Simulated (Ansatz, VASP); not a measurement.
## Two plane-wave programs on LiMgBN2

Contents of INCAR:

```
ALGO = Normal ; EDIFF = 1E-7
ENCUT = 520 ; GGA = PS
ISIF = 2 ; ISMEAR = 0
LASPH = T ; LCHARG = T
LELF = T ; LREAL = F
LVHAR = T ; LWAVE = F
NBANDS = 17 ; NELM = 100
PREC = Accurate ; SIGMA = 0.05
```

Contents of KPOINTS:

```
k-points
0
Gamma
  8 8 8
```

File POSCAR:

```
LiMgBN2
1.0
   -1.7966643998      1.7966643998      4.2069354163
    1.7966643998     -1.7966643998      4.2069354163
    1.7966643998      1.7966643998     -4.2069354163
Li Mg B N
1 1 1 2
Direct
    0.2500000000      0.7500000000      0.5000000000
    0.7500000000      0.2500000000      0.5000000000
    0.5000000000      0.5000000000      0.0000000000
    0.6426409604      0.6426409604      0.0000000000
    0.3573590396      0.3573590396      0.0000000000
```

Input for Ansatz:

```yaml
crystal:
  lattice:
    - [-1.7966643998, 1.7966643998, 4.2069354163]
    - [1.7966643998, -1.7966643998, 4.2069354163]
    - [1.7966643998, 1.7966643998, -4.2069354163]
  atoms:
    - { symbol: Li, position: [0.25, 0.75, 0.5] }
    - { symbol: Mg, position: [0.75, 0.25, 0.5] }
    - { symbol: B, position: [0.5, 0.5, 0.0] }
    - { symbol: "N", position: [0.6426409604, 0.6426409604, 0.0] }
    - { symbol: "N", position: [0.3573590396, 0.3573590396, 0.0] }
basis:
  ecutwfc: 520.0
kpoints:
  mp_grid: { grid: [8, 8, 8] }
hamiltonian:
  xc: pbesol
  pseudopotentials: { kind: paw }
scf:
  occupations: { method: gaussian, width: 0.05 }
output:
  forces: true
  stress: true
  eigenvalues: true
```

Alike in both runs: task single point; functional PBEsol; k mesh 8 × 8 × 8; occupations gaussian, width 0.05 eV; no spin polarisation.

|  | VASP | Ansatz |
| --- | --- | --- |
| version | VASP 6.6.1 | Ansatz 0.2.0 |
| potentials or method | VASP PAW PBE potentials, release 64 (Li_sv, Mg, B, N), cutoff 520 eV | scalar-relativistic, plane waves, PAW |
| valence electrons in the cell | 18 | 26 |

VASP gave:

- gap on the k mesh at the Fermi level (eV): 3.06
- least direct gap on the mesh (eV): 3.41
- rms of the force components (eV/Å): 3.935

Problem. Which values does Ansatz return?

Solution. gap on the k mesh at the Fermi level (eV): 3.07; least direct gap on the mesh (eV): 3.44; rms of the force components (eV/Å): 3.934.

VASP's potentials were made for PBE, not for PBEsol. Atom by atom the forces differ by 0.002 eV/Å (rms over components). VASP's potentials hold 18 valence electrons a cell and Ansatz's 26, so a difference there can come from the potentials and not from the codes.

Noted on VASP's run: the cutoff is under 1.25 times that of the potentials, so the pressure is a little rough.
